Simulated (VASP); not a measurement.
## AlAs (gwk): single point with PBE

AlAs (gwk):

```
CELL_PARAMETERS angstrom
0.00000 2.83730 2.83730
2.83730 0.00000 2.83730
2.83730 2.83730 0.00000
ATOMIC_POSITIONS crystal
Al 0.00000 0.00000 0.00000
As 0.25000 0.25000 0.25000
```

* Program: VASP 6.6.1
* Task: single point
* Functional: PBE
* Potentials or basis: VASP PAW PBE potentials, release 64 (Al, As)
* Cutoff: 500 eV
* k mesh: 6 × 6 × 6
* Occupations: gaussian, width 0.01 eV
* Spin: no spin polarisation
* Dipole correction: no
* Further INCAR settings: ALGO = Normal; EDIFF = 1e-06; NBANDS = 11

```
Pressure               : 2.2 GPa
Band gap on the k mesh : 1.44 eV, indirect (least direct gap 2.00 eV)
```

Levels at points of the mesh, in eV from the valence-band top:
| k point | band 1 | band 2 | band 3 | band 4 | band 5 | band 6 | band 7 | band 8 |
| --- | --- | --- | --- | --- | --- | --- | --- | --- |
| (0.00, 0.00, 0.00) | -11.82 | 0.00 | 0.00 | 0.00 | 2.00 | 4.27 | 4.27 | 4.27 |
| (0.50, 0.00, 0.00) | -10.42 | -5.54 | -0.82 | -0.82 | 2.11 | 4.67 | 4.67 | 7.73 |
| (0.50, 0.50, 0.00) | -9.87 | -5.41 | -2.16 | -2.16 | 1.44 | 2.29 | 10.28 | 10.28 |

Wall time 15 s on 1 thread of Intel Xeon 8259CL (shared host), peak memory 0.16 GiB.

A k mesh can miss the band edges. A hybrid or GW would open this gap; PBE tends to underestimate it.
